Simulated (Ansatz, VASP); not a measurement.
## Two plane-wave programs on MgO

```xyz
12
Lattice="5.6335 0.0000 0.0000 0.0000 5.6335 0.0000 0.0000 0.0000 5.6335" Properties=species:S:1:pos:R:3 pbc="T T T"
Mg    1.4084   -0.0255    2.8168
Mg    0.0000    2.8513    1.4084
Mg    2.8168    4.1124    0.0000
Mg    4.2252   -0.0255    2.8168
Mg    0.0000    2.8513    4.2252
Mg    2.8168    1.2956    0.0000
O     1.4084    2.9390    0.0000
O     2.8168    0.0752    1.4084
O     0.0000    4.1854    2.8168
O     4.2252    2.9390    0.0000
O     2.8168    0.0752    4.2252
O     0.0000    1.3686    2.8168
```

Change from the starting cell: mode 14 frozen in at -0.030 Å and mode 24 at -0.113 Å (largest displacements).

Alike in both runs: task single point; functional PBE; k mesh 4 × 4 × 4; occupations gaussian, width 0.05 eV; no spin polarisation.

|  | VASP | Ansatz |
| --- | --- | --- |
| version | VASP 6.6.1 | Ansatz 0.2.0 |
| potentials or method | VASP PAW PBE potentials, release 64 (Mg, O), cutoff 520 eV | scalar-relativistic, plane waves, PAW |
| valence electrons in the cell | 48 | 96 |

```csv
,VASP,Ansatz,Ansatz less VASP
gap on the k mesh at the Fermi level (eV),2.86,2.87,+0.015
least direct gap on the mesh (eV),2.86,2.88,+0.015
pressure (GPa),1.3,1.6,+0.28
"traceless stress, the component that is largest in VASP (GPa)",0.34,0.34,-0.004
rms of the force components (eV/Å),0.837,0.825,-0.0123
```

Atom by atom the forces differ by 0.012 eV/Å (rms over components). VASP's potentials hold 48 valence electrons a cell and Ansatz's 96, so a difference there can come from the potentials and not from the codes.
